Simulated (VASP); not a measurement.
# BIr12 in VASP: further runs

The runs below take BIr12 through single point, with PBE.

Program: VASP 6.6.1. These are calculated values, not measurements. Logs are shortened: lines on timing, memory, paths and dates and some standing lists are left out, and cuts for length are marked.

## (1) The cell of the first run

The cell holds a slab with vacuum, 13 atoms: a = 5.431 Å, b = 5.431 Å, c = 15.434 Å, α = 90.00°, β = 90.00°, γ = 60.00°.

## (2) Single point, PBE

INCAR

```
ALGO     = Normal         # electronic algorithm
EDIFF    = 1E-6           # SCF threshold, eV
ENCUT    = 520            # plane-wave cutoff, eV
GGA      = PE             # functional
ISIF     = 2              # what is computed and relaxed
ISMEAR   = 0              # smearing method
LASPH    = True           # aspherical terms in the spheres
LCHARG   = False          # write CHGCAR
LREAL    = False          # projectors in reciprocal space
LWAVE    = False          # write WAVECAR
NBANDS   = 68             # bands
NELM     = 60             # most SCF steps
PREC     = Accurate       # precision mode
SIGMA    = 0.05           # smearing width, eV
```

KPOINTS

```
k-points
0
Gamma
  4 4 1
```

POSCAR

```
BIr12
1.0
    5.4305800000      0.0000000000      0.0000000000
    2.7152900000      4.7030200000      0.0000000000
    0.0000000000      0.0000000000     15.4340500000
Ir B
12 1
Direct
    0.1666666312      0.1666667375      0.0647918077
    0.6666666312      0.1666667375      0.0647918077
    0.1666666312      0.6666667375      0.0647918077
    0.6666666312      0.6666667375      0.0647918077
   -0.1688529361      0.3338786567      0.2078193345
    0.3280433892      0.3359575337      0.2059508684
   -0.1688418306      0.8349498833      0.2078854222
    0.3318585129      0.8340681094      0.2053783032
    0.0035608468     -0.0017811959      0.3472316080
    0.4991094382      0.0088426160      0.3555850214
   -0.0032221807      0.5016474521      0.3554107963
    0.4990060488      0.4920755174      0.3556120396
    0.6253504175      0.6873234645      0.4391956097
```

Potentials or basis: VASP PAW PBE potentials, release 64 (Ir, B).

Started as:

```bash
$ cat potpaw_PBE.64/Ir/POTCAR potpaw_PBE.64/B/POTCAR > POTCAR
$ mpirun -np 1 vasp_std > vasp.out
```

OUTCAR:

```text
EDIFF = 1E-6
   ENCUT = 520
   GGA = PE
   ISIF = 2
   ISMEAR = 0
   LASPH = True
   LREAL = False
   NELM = 60
   PREC = Accurate

 ion  position               nearest neighbor table
   1  0.167  0.167  0.065-   8 2.67   6 2.68   5 2.71   3 2.72   3 2.72   4 2.72   4 2.72   2 2.72
                             2 2.72
   2  0.667  0.167  0.065-   6 2.70   5 2.70   7 2.70   4 2.72   3 2.72   4 2.72   3 2.72   1 2.72
                             1 2.72
   3  0.167  0.667  0.065-   8 2.67   6 2.68   7 2.71   1 2.72   1 2.72   2 2.72   2 2.72   4 2.72
                             4 2.72
   4  0.667  0.667  0.065-   8 2.68   5 2.71   7 2.71   2 2.72   1 2.72   2 2.72   1 2.72   3 2.72
                             3 2.72
   5  0.831  0.334  0.208-   9 2.67   2 2.70   6 2.70   4 2.71   7 2.71   1 2.71   8 2.71   8 2.72
                             7 2.72   6 2.73  12 2.76  11 2.77
   6  0.328  0.336  0.206-   1 2.68   3 2.68   2 2.70   5 2.70   7 2.70   8 2.72   8 2.72   7 2.73
                             5 2.73  10 2.78  12 2.78  11 2.78
   7  0.831  0.835  0.208-   9 2.67   2 2.70   6 2.70   4 2.71   5 2.71   8 2.71   3 2.71   8 2.72
                             5 2.72   6 2.73  10 2.76  11 2.76
   8  0.332  0.834  0.205-   3 2.67   1 2.67   9 2.68   4 2.68   5 2.71   7 2.71   6 2.72   6 2.72
                             5 2.72   7 2.72  10 2.82  12 2.82
   9  0.004  0.998  0.347-   7 2.67   5 2.67   8 2.68  10 2.71  12 2.71  11 2.72  11 2.72  12 2.72
                            10 2.72
  10  0.499  0.009  0.356-  13 2.00  12 2.62  11 2.70   9 2.71   9 2.72  11 2.73   7 2.76   6 2.78
                            12 2.81   8 2.82
  11  0.997  0.502  0.355-  13 2.17  12 2.70  10 2.70   9 2.72   9 2.72  10 2.73  12 2.73   7 2.76
                             5 2.77   6 2.78
  12  0.499  0.492  0.356-  13 2.00  10 2.62  11 2.70   9 2.71   9 2.72  11 2.73   5 2.76   6 2.78
                            10 2.81   8 2.82
  13  0.625  0.687  0.439-  12 2.00  10 2.00  11 2.17

  LATTYP: Found a hexagonal cell.
 ALAT       =     5.4305797945
 C/A-ratio  =     2.8420630180

  Lattice vectors:

 A1 = (  -2.7152900000,  -4.7030200000,   0.0000000000)
 A2 = (   5.4305800000,   0.0000000000,   0.0000000000)
 A3 = (   0.0000000000,   0.0000000000,  15.4340500000)

Analysis of symmetry for initial positions (statically):
=====================================================================
 Subroutine PRICEL returns:
 Original cell was already a primitive cell.

 Routine SETGRP: Setting up the symmetry group for a
 hexagonal supercell.

 Subroutine GETGRP returns: Found  1 space group operations
 (whereof  1 operations were pure point group operations)
 out of a pool of 24 trial point group operations.

The static configuration has the point symmetry C_1 .

Analysis of symmetry for dynamics (positions and initial velocities):
=====================================================================
 Subroutine PRICEL returns:
 Original cell was already a primitive cell.

 Routine SETGRP: Setting up the symmetry group for a
 hexagonal supercell.

 Subroutine GETGRP returns: Found  1 space group operations
 (whereof  1 operations were pure point group operations)
 out of a pool of 24 trial point group operations.

The dynamic configuration has the point symmetry C_1 .

 Subroutine INISYM returns: Found  1 space group operations
 (whereof  1 operations are pure point group operations),
 and found     1 'primitive' translations

----------------------------------------------------------------------------------------

                                     Primitive cell

  volume of cell :     394.1876

  direct lattice vectors                    reciprocal lattice vectors
     5.430580000  0.000000000  0.000000000     0.184142394 -0.106314666  0.000000000
     2.715290000  4.703020000  0.000000000     0.000000000  0.212629332  0.000000000
     0.000000000  0.000000000 15.434050000     0.000000000  0.000000000  0.064791808

  length of vectors
     5.430580000  5.430579795 15.434050000     0.212629324  0.212629332  0.064791808

  position of ions in fractional coordinates (direct lattice)
     0.166666631  0.166666738  0.064791808
     0.666666631  0.166666738  0.064791808
     0.166666631  0.666666738  0.064791808
     0.666666631  0.666666738  0.064791808
     0.831147064  0.333878657  0.207819335
     0.328043389  0.335957534  0.205950868
     0.831158169  0.834949883  0.207885422
     0.331858513  0.834068109  0.205378303
     0.003560847  0.998218804  0.347231608
     0.499109438  0.008842616  0.355585021
     0.996777819  0.501647452  0.355410796
     0.499006049  0.492075517  0.355612040
     0.625350418  0.687323464  0.439195610

  ion indices of the primitive-cell ions
   primitive index   ion index
                 1           1
                 2           2
                 3           3
                 4           4
                 5           5
                 6           6
[... 75 lines left out ...]
   NELECT =     111.0000    total number of electrons
   NUPDOWN=      -1.0000    fix difference up-down
   EMIN   =  10.00;   EMAX   =-10.00  energy-range for DOS
   EFERMI =   0.00;   METHOD = LEGACY
   ISMEAR =     0;   SIGMA  =   0.05  broadening in eV -4-tet -1-fermi 0-gaus
   EFERMI_NEDOS =   21; number of points for ismear=-14 and -15
   IALGO  =     38    algorithm
   IMIX   =      4    mixing-type and parameters
     AMIX     =   0.40;   BMIX     =  1.00
     AMIX_MAG =   1.60;   BMIX_MAG =  1.00
  volume/ion in A,a.u.               =      30.32       204.62
  Fermi-wavevector in a.u.,A,eV,Ry     =   1.073037  2.027747 15.665873  1.151409
  Thomas-Fermi vector in A             =   2.208825
   LORBIT       =      0    0 simple, 1 ext, 2 COOP (PROOUT), +10 PAW based schemes
   GGA     = PE    functional components
   LHFCALC =     F    Hartree Fock is set to
   AEXX    =    0.0000 exact exchange contribution
   IVDW    =     0    specifies the selected vdW correction
   LEPSILON=     F    determine dielectric tensor
   LRPA    =     F    only Hartree local field effects (RPA)
 non-spin polarized calculation
 Gauss-broadening in eV      SIGMA  =   0.05
  energy-cutoff  :      520.00
  volume of cell :      394.19
 maximum number of plane-waves:     10640
   NGX = 21   NGY = 21   NGZ = 57

 number of electron     111.0000005 magnetization

 Free energy of the ion-electron system (eV)
  ---------------------------------------------------
  ext. energy  EPLUGINS =         0.00000000
  ---------------------------------------------------
  free energy    TOTEN  =      -105.13474805 eV

  energy without entropy =     -105.10983818  energy(sigma->0) =     -105.12229312

 E-fermi :   1.5538     XC(G=0):  -7.4983

 val. band max:        1.5507727395   @ k =   0.2500   0.2500   0.0000
 cond. band min:       1.5623156637   @ k =   0.2500   0.5000   0.0000
 fundamental gap:      0.0115429242
 Fermi energy:         1.5537824936

 k-point     1 :       0.0000    0.0000    0.0000
  band No.  band energies     occupation
      1      -8.8213      2.00000
      2      -7.6870      2.00000
      3      -6.3276      2.00000
      4      -5.8801      2.00000
      5      -5.7816      2.00000
      6      -5.7673      2.00000
[... 59 lines left out ...]
     66       3.0851      0.00000
     67       3.0933      0.00000

 k-point     2 :       0.2500    0.0000    0.0000
  band No.  band energies     occupation
      1      -8.2892      2.00000
      2      -7.2711      2.00000
      3      -5.8533      2.00000
      4      -5.7217      2.00000
      5      -5.4771      2.00000
      6      -5.3416      2.00000
[... 549 lines left out ...]
     66       2.3727      0.00000
     67       2.6671      0.00000

 k-point    10 :      -0.2500    0.2500    0.0000
  band No.  band energies     occupation
      1      -7.4286      2.00000
      2      -6.6121      2.00000
      3      -5.6800      2.00000
      4      -5.6045      2.00000
      5      -5.0041      2.00000
      6      -4.8600      2.00000
[... 59 lines left out ...]
     66       2.3782      0.00000
     67       2.6560      0.00000
 [bands above 67 left out]

------------------------ aborting loop because EDIFF is reached ----------------------------------------

  FORCE on cell =-STRESS in cart. coord.  units (eV):
  Direction    XX          YY          ZZ          XY          YZ          ZX
  --------------------------------------------------------------------------------------
  -------------------------------------------------------------------------------------
  Total       -5.6500815     -4.4575799      0.4434722      1.0358431     -0.6821218      1.1833953
  in kB      -22.9647831    -18.1178548      1.8024949      4.2101893     -2.7724872      4.8099158
  external PRESSURE =     -13.0933810 kB  Pullay stress =       0.0000000 kB

 VOLUME and BASIS-vectors are now :
 -----------------------------------------------------------------------------
  energy-cutoff  :      520.00
  volume of cell :      394.19
      direct lattice vectors                 reciprocal lattice vectors
     5.430580000  0.000000000  0.000000000     0.184142394 -0.106314666  0.000000000
     2.715290000  4.703020000  0.000000000     0.000000000  0.212629332  0.000000000
     0.000000000  0.000000000 15.434050000     0.000000000  0.000000000  0.064791808

 POSITION                                       TOTAL-FORCE (eV/Angst)
 -----------------------------------------------------------------------------------
      1.35764      0.78384      1.00000        -0.100525     -0.042371     -0.187417
      4.07293      0.78384      1.00000        -0.008810      0.003567     -0.071208
      2.71529      3.13535      1.00000        -0.014595      0.108051     -0.186872
      5.43058      3.13535      1.00000        -0.006760      0.005528      0.345010
      5.42019      1.57024      3.20749        -0.008825      0.012637     -0.005552
      2.69369      1.58002      3.17866         0.005527     -0.001968     -0.015568
      6.78080      3.92679      3.20851        -0.015553      0.000991     -0.014921
      4.06692      3.92264      3.16982        -0.012106      0.006126      0.045768
      2.72979      4.69464      5.35919        -0.049124      0.031916      0.029600
      2.73446      0.04159      5.48812        -0.075472      0.111804     -0.055874
      6.77520      2.35926      5.48543         0.011451     -0.010746      0.079914
      4.04602      2.31424      5.48853        -0.128042      0.008289     -0.058619
      5.26230      3.23250      6.77857         0.402834     -0.233825      0.095738
 -----------------------------------------------------------------------------------
    total drift:                                0.000114     -0.000041     -0.000137

  FREE ENERGIE OF THE ION-ELECTRON SYSTEM (eV)
  ---------------------------------------------------
  free  energy   TOTEN  =      -105.1347480525 eV

  energy  without entropy=     -105.1098381822  energy(sigma->0) =     -105.12229312
```

Wall time 6.9 min (1 thread of Intel Xeon 6975P-C (Granite Rapids), shared host); peak memory 0.56 GiB.

What came out:

```
Free energy   : -105.1347 eV
Largest force : 0.476 eV/Å
```

Forces in eV/Å, atoms in the order of the input:
```
Ir  -0.101 -0.042 -0.187
Ir  -0.009  0.004 -0.071
Ir  -0.015  0.108 -0.187
Ir  -0.007  0.006  0.345
Ir  -0.009  0.013 -0.006
Ir   0.006 -0.002 -0.016
Ir  -0.016  0.001 -0.015
Ir  -0.012  0.006  0.046
Ir  -0.049  0.032  0.030
Ir  -0.075  0.112 -0.056
Ir   0.011 -0.011  0.080
Ir  -0.128  0.008 -0.059
B    0.403 -0.234  0.096
```

Levels at points of the mesh, in eV from the Fermi level:
```
           k point  band 54  band 55  band 56  band 57  band 58  band 59
(0.00, 0.00, 0.00)     0.52     0.55     0.55     0.71     0.84     1.02
(0.50, 0.00, 0.00)    -0.69    -0.68    -0.54    -0.47    -0.30     0.09
(0.50, 0.50, 0.00)    -0.79    -0.62    -0.52    -0.45    -0.30     0.07
(0.00, 0.50, 0.00)    -0.79    -0.62    -0.52    -0.45    -0.30     0.07
```

Caveat: spin-orbit coupling is left out, which moves the levels of the heavy elements.

## (3) Single point, PBE

INCAR

```
SYSTEM = BIr12
ALGO     = Normal         ! electronic algorithm
EDIFF    = 1E-6           ! SCF threshold, eV
ENCUT    = 520            ! plane-wave cutoff, eV
GGA      = PE             ! functional
ISIF     = 2              ! what is computed and relaxed
ISMEAR   = 0              ! smearing method
LASPH    = .True.         ! aspherical terms in the spheres
LCHARG   = .True.         ! write CHGCAR
LELF     = .True.         ! ELF
LREAL    = .False.        ! projectors in reciprocal space
LVHAR    = .True.       
LWAVE    = .False.        ! write WAVECAR
NBANDS   = 68             ! bands
NELM     = 100            ! most SCF steps
PREC     = Accurate       ! precision mode
SIGMA    = 0.05           ! smearing width, eV
```

KPOINTS

```
k-points
0
Gamma
  4 4 1
  0 0 0
```

POSCAR

```
BIr12
1.0
    5.4305800000      0.0000000000      0.0000000000
    2.7152900000      4.7030200000      0.0000000000
    0.0000000000      0.0000000000     15.4340500000
Ir B
12 1
Direct
    0.1666666312      0.1666667375      0.0647918077
    0.6666666312      0.1666667375      0.0647918077
    0.1666666312      0.6666667375      0.0647918077
    0.6666666312      0.6666667375      0.0647918077
   -0.1680497029      0.3333700473      0.2083431763
    0.3274987799      0.3362284234      0.2068751235
   -0.1680198072      0.8346500759      0.2084049229
    0.3335632214      0.8332171668      0.2044192548
    0.0094761187     -0.0047537540      0.3475061309
    0.5065417025      0.0072702221      0.3559851108
   -0.0005247982      0.5002857738      0.3532127342
    0.5064829402      0.4862124762      0.3560241803
    0.5845860373      0.7076701779      0.4409514029
```

Potentials or basis: VASP PAW PBE potentials, release 64 (Ir, B).

Started as:

```bash
$ cat potpaw_PBE.64/Ir/POTCAR potpaw_PBE.64/B/POTCAR > POTCAR
$ mpirun -np 1 vasp_std > vasp.out
```

It took 7.3 min on 1 thread of Intel Xeon 6975P-C (Granite Rapids), shared host; peak memory 0.56 GiB.

Results (log left out):

```yaml
Free_energy: -105.0350 eV
Largest_force: 0.402 eV/Å
```

Forces in eV/Å, atoms in the order of the input:
```
Ir  -0.025 -0.052 -0.185
Ir  -0.069  0.038 -0.031
Ir   0.031  0.048 -0.185
Ir  -0.027  0.017  0.280
Ir  -0.009  0.016 -0.004
Ir   0.000  0.002  0.009
Ir  -0.019 -0.001 -0.014
Ir  -0.012  0.006  0.035
Ir  -0.028  0.020  0.019
Ir  -0.029  0.125 -0.063
Ir  -0.022  0.009  0.080
Ir  -0.122 -0.042 -0.071
B    0.332 -0.187  0.130
```

Levels at points of the mesh, in eV from the Fermi level:
```
           k point  band 52  band 53  band 54  band 55  band 56  band 57  band 58  band 59  band 60  band 61
(0.00, 0.00, 0.00)     0.38     0.39     0.54     0.56     0.57     0.65     0.84     1.04     1.07     1.08
(0.50, 0.00, 0.00)    -1.10    -0.96    -0.73    -0.62    -0.53    -0.45    -0.28     0.08     0.31     0.53
(0.50, 0.50, 0.00)    -1.02    -0.96    -0.86    -0.65    -0.49    -0.42    -0.32     0.04     0.25     0.55
(0.00, 0.50, 0.00)    -1.02    -0.96    -0.86    -0.65    -0.49    -0.42    -0.32     0.04     0.25     0.55
```

Caveat: spin-orbit coupling is left out, which moves the levels of the heavy elements.

## (4) Single point, PBE

INCAR

```
SYSTEM = BIr12
PREC = Accurate ; ENCUT = 520
EDIFF = 1E-6 ; ISMEAR = 0
SIGMA = 0.05 ; LREAL = .FALSE.
LASPH = .TRUE. ; NELM = 60
ALGO = Normal ; ISIF = 2
LWAVE = .FALSE. ; LCHARG = .FALSE.
GGA = PE ; NBANDS = 68
```

KPOINTS

```
regular mesh
0
G
  4 4 1
  0 0 0
```

POSCAR

```
BIr12
1.0
    5.4305800000      0.0000000000      0.0000000000
    2.7152900000      4.7030200000      0.0000000000
    0.0000000000      0.0000000000     15.4340500000
Ir B
12 1
Direct
    0.1666666312      0.1666667375      0.0647918077
    0.6666666312      0.1666667375      0.0647918077
    0.1666666312      0.6666667375      0.0647918077
    0.6666666312      0.6666667375      0.0647918077
   -0.1598799309      0.3287832074      0.2092743641
    0.3350227344      0.3324886988      0.2068201153
   -0.1598799583      0.8310968271      0.2092741698
    0.3410126985      0.8294938146      0.2045267444
    0.0276188902     -0.0138094246      0.3547890541
    0.5284477393     -0.0010878117      0.3545635786
    0.0176851625      0.4911575966      0.3490378093
    0.5284476787      0.4726403460      0.3545636434
    0.4348756340      0.7825624811      0.4369881528
```

Started as:

```bash
$ cat potpaw_PBE.64/Ir/POTCAR potpaw_PBE.64/B/POTCAR > POTCAR
$ mpirun -np 1 vasp_std > vasp.out
```

It took 6.5 min on 1 thread of Intel Xeon 6975P-C (Granite Rapids), shared host; peak memory 0.51 GiB.

Results (log left out):

| Item | Value |
| --- | --- |
| Free energy | -105.2757 eV |
| Largest force | 0.966 eV/Å |

Forces on the atoms (eV/Å):
```
Ir  -0.016 -0.205 -0.064
Ir   0.127 -0.073 -0.036
Ir   0.169  0.117 -0.064
Ir  -0.073  0.042  0.117
Ir   0.051 -0.032  0.012
Ir   0.040 -0.023 -0.022
Ir   0.053 -0.028  0.012
Ir   0.047 -0.027  0.055
Ir   0.069 -0.040  0.200
Ir   0.201  0.023 -0.109
Ir   0.089 -0.051 -0.020
Ir   0.081 -0.186 -0.109
B   -0.837  0.483  0.028
```

Levels at points of the mesh, in eV from the Fermi level:
```tsv
k point	band 54	band 55	band 56	band 57	band 58	band 59
(0.00, 0.00, 0.00)	0.46	0.55	0.68	0.78	0.79	1.04
(0.50, 0.00, 0.00)	-0.72	-0.67	-0.53	-0.41	-0.27	0.17
(0.50, 0.50, 0.00)	-0.76	-0.62	-0.54	-0.44	-0.35	0.08
```

Caveat: spin-orbit coupling is left out, which moves the levels of the heavy elements.
